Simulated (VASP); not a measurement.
# SnSe (rocksalt type) (Fm-3m) in VASP: a series of runs, part 2 of 2

VASP 6.6.1.

## 5. Single point, LDA (volume scaled by 0.88)

Input file INCAR:

```
SYSTEM = SnSe
  PREC = Accurate
  ENCUT = 520
  EDIFF = 1E-7
  ISMEAR = -1
  SIGMA = 0.05
  LREAL = .FALSE.
  LASPH = .TRUE.
  NELM = 80
  ALGO = Normal
  ISIF = 2
  LWAVE = .FALSE.
  LCHARG = .TRUE.
  LELF = .TRUE.
  LVHAR = .TRUE.
  NBANDS = 17
```

Input file KPOINTS:

```
Automatic mesh
0
G
  14 14 14
  0 0 0
```

Input file POSCAR:

```
SnSe
1.0
    0.0000000000      2.8255358904      2.8255358904
    2.8255358904      0.0000000000      2.8255358904
    2.8255358904      2.8255358904      0.0000000000
Sn Se
1 1
Direct
    0.0000000000      0.0000000000      0.0000000000
    0.5000000000      0.5000000000      0.5000000000
```

Potentials or basis: VASP PAW LDA potentials, release 64 (Sn_d, Se).

Started as:

```console
cat potpaw_LDA.64/Sn_d/POTCAR potpaw_LDA.64/Se/POTCAR > POTCAR
mpirun -np 1 vasp_std > vasp.out
```

OUTCAR:

```text
SYSTEM = SnSe
   PREC = Accurate
   ENCUT = 520
   EDIFF = 1E-7
   ISMEAR = -1
   LREAL = .FALSE.
   LASPH = .TRUE.
   NELM = 80
   ISIF = 2

 ion  position               nearest neighbor table
   1  0.000  0.000  0.000-   2 2.83   2 2.83   2 2.83   2 2.83   2 2.83   2 2.83
   2  0.500  0.500  0.500-   1 2.83   1 2.83   1 2.83   1 2.83   1 2.83   1 2.83

  LATTYP: Found a face centered cubic cell.
 ALAT       =     5.6510717808

  Lattice vectors:

 A1 = (   0.0000000000,   2.8255358904,   2.8255358904)
 A2 = (   2.8255358904,   0.0000000000,   2.8255358904)
 A3 = (   2.8255358904,   2.8255358904,   0.0000000000)

Analysis of symmetry for initial positions (statically):
=====================================================================
 Subroutine PRICEL returns:
 Original cell was already a primitive cell.

 Routine SETGRP: Setting up the symmetry group for a
 face centered cubic supercell.

 Subroutine GETGRP returns: Found 48 space group operations
 (whereof 48 operations were pure point group operations)
 out of a pool of 48 trial point group operations.

The static configuration has the point symmetry O_h .

Analysis of symmetry for dynamics (positions and initial velocities):
[... 161 lines left out ...]
 val. band max:        7.9936424321   @ k =  -0.2857   0.1429   0.0000
 cond. band min:       8.0931739888   @ k =  -0.4286   0.0714   0.0000
 fundamental gap:      0.0995315568
 Fermi energy:         8.0488645281

 k-point     1 :       0.0000    0.0000    0.0000
  band No.  band energies     occupation
      1     -13.7926      2.00000
      2     -13.7926      2.00000
      3     -13.7798      2.00000
      4     -13.7798      2.00000
      5     -13.7798      2.00000
      6      -7.5586      2.00000
[... 457 lines left out ...]
      4     -13.7652      2.00000
      5     -13.7619      2.00000
      6      -6.8624      2.00000
[... 9 lines left out ...]
     16      16.3173      0.00000
     17      18.5421      0.00000

 [... further k-points ...]

------------------------ aborting loop because EDIFF is reached ----------------------------------------

  FORCE on cell =-STRESS in cart. coord.  units (eV):
  Direction    XX          YY          ZZ          XY          YZ          ZX
  --------------------------------------------------------------------------------------
  -------------------------------------------------------------------------------------
  Total        2.8529869      2.8529869      2.8529869      0.0000000      0.0000000      0.0000000
  in kB      101.3159630    101.3159630    101.3159630      0.0000000      0.0000000      0.0000000
  external PRESSURE =     101.3159630 kB  Pullay stress =       0.0000000 kB

 VOLUME and BASIS-vectors are now :
 -----------------------------------------------------------------------------
  energy-cutoff  :      520.00
  volume of cell :       45.12
      direct lattice vectors                 reciprocal lattice vectors
     0.000000000  2.825535890  2.825535890    -0.176957582  0.176957582  0.176957582
     2.825535890  0.000000000  2.825535890     0.176957582 -0.176957582  0.176957582
     2.825535890  2.825535890  0.000000000     0.176957582  0.176957582 -0.176957582

 POSITION                                       TOTAL-FORCE (eV/Angst)
 -----------------------------------------------------------------------------------
      0.00000      0.00000      0.00000         0.000000     -0.000000     -0.000000
      2.82554      2.82554      2.82554        -0.000000      0.000000      0.000000
 -----------------------------------------------------------------------------------
    total drift:                               -0.000000      0.000000      0.000000

  FREE ENERGIE OF THE ION-ELECTRON SYSTEM (eV)
  ---------------------------------------------------
  free  energy   TOTEN  =        -9.3199709245 eV

  energy  without entropy=       -9.3181922382  energy(sigma->0) =       -9.31908158
```

stdout:

```text
POSCAR found type information on POSCAR SnSe
 POSCAR found :  2 types and       2 ions
 scaLAPACK will be used
 LDA part: xc-table for (Slater(with rela. corr.)+CA(PZ))
 , standard interpolation
 POSCAR, INCAR and KPOINTS ok, starting setup
 FFT: planning ... GRIDC
 FFT: planning ... GRID_SOFT
 FFT: planning ... GRID
 WAVECAR not read
 entering main loop
```

Wall time 29 s (1 thread of Intel Xeon 6975P-C (Granite Rapids), shared host); peak memory 0.21 GiB.

Results:

```
Free energy            : -9.3200 eV
Pressure               : 10.1 GPa
Band gap on the k mesh : 0.10 eV, indirect (least direct gap 0.23 eV)
```

Caveat: spin-orbit coupling is left out, which moves the levels of the heavy elements. A k mesh can miss the band edges.

## 6. Single point, LDA (volume scaled by 0.94)

Input file INCAR:

```
ALGO     = Normal         # electronic algorithm
EDIFF    = 1E-6           # SCF threshold, eV
ENCUT    = 520            # plane-wave cutoff, eV
GGA      = CA             # functional
ISIF     = 2              # what is computed and relaxed
ISMEAR   = -1             # smearing method
LASPH    = True           # aspherical terms in the spheres
LCHARG   = True           # write CHGCAR
LELF     = True           # ELF
LREAL    = False          # projectors in reciprocal space
LVHAR    = True         
LWAVE    = False          # write WAVECAR
NBANDS   = 17             # bands
NELM     = 60             # most SCF steps
PREC     = Accurate       # precision mode
SIGMA    = 0.05           # smearing width, eV
```

Input file KPOINTS:

```
k-points
0
Gamma
  14 14 14
```

Input file POSCAR:

```
SnSe
1.0
    0.0000000000      2.8883460336      2.8883460336
    2.8883460336      0.0000000000      2.8883460336
    2.8883460336      2.8883460336      0.0000000000
Sn Se
1 1
Direct
    0.0000000000      0.0000000000      0.0000000000
    0.5000000000      0.5000000000      0.5000000000
```

Potentials or basis: VASP PAW LDA potentials, release 64 (Sn_d, Se).

Started as:

```console
cat potpaw_LDA.64/Sn_d/POTCAR potpaw_LDA.64/Se/POTCAR > POTCAR
mpirun -np 1 vasp_std > vasp.out
```

It took 27 s on 1 thread of Intel Xeon 6975P-C (Granite Rapids), shared host; peak memory 0.21 GiB.

It converged, with:

```yaml
Free_energy: -9.4565 eV
Pressure: 4.3 GPa
Band_gap_on_the_k_mesh: 0.11 eV, direct
```

Levels at points of the mesh, in eV from the valence-band top:
```csv
k point,band 8,band 9,band 10,band 11,band 12,band 13
"(0.00, 0.00, 0.00)",-2.66,-2.66,-2.66,4.56,4.56,4.56
"(0.50, 0.00, 0.00)",-2.37,-2.37,-0.32,0.90,0.96,0.96
"(0.50, 0.50, 0.00)",-6.28,-4.37,-4.37,2.43,5.85,5.85
```

Caveat: spin-orbit coupling is left out, which moves the levels of the heavy elements. A k mesh can miss the band edges.

## 7. The runs side by side

```tsv
cell	gap on the mesh (eV)	pressure (GPa)
a = 3.593 Å, angles 60.0°, 2 atoms	none	70.2
a = 3.871 Å, angles 60.0°, 2 atoms	none	21.6
a = 3.996 Å, angles 60.0°, 2 atoms	0.10	10.1
a = 4.085 Å, angles 60.0°, 2 atoms	0.11	4.3
```

Alike in all rows: task single point; level LDA; potentials or basis VASP PAW LDA potentials, release 64 (Sn_d, Se); no spin polarisation; k mesh 14 × 14 × 14; cutoff (eV) 520; smearing fermi-dirac 0.05 eV.

Caveats: spin-orbit coupling is left out, which moves the levels of the heavy elements.

Total energies depend on the potentials used, so only differences within one code and one set of settings carry meaning.
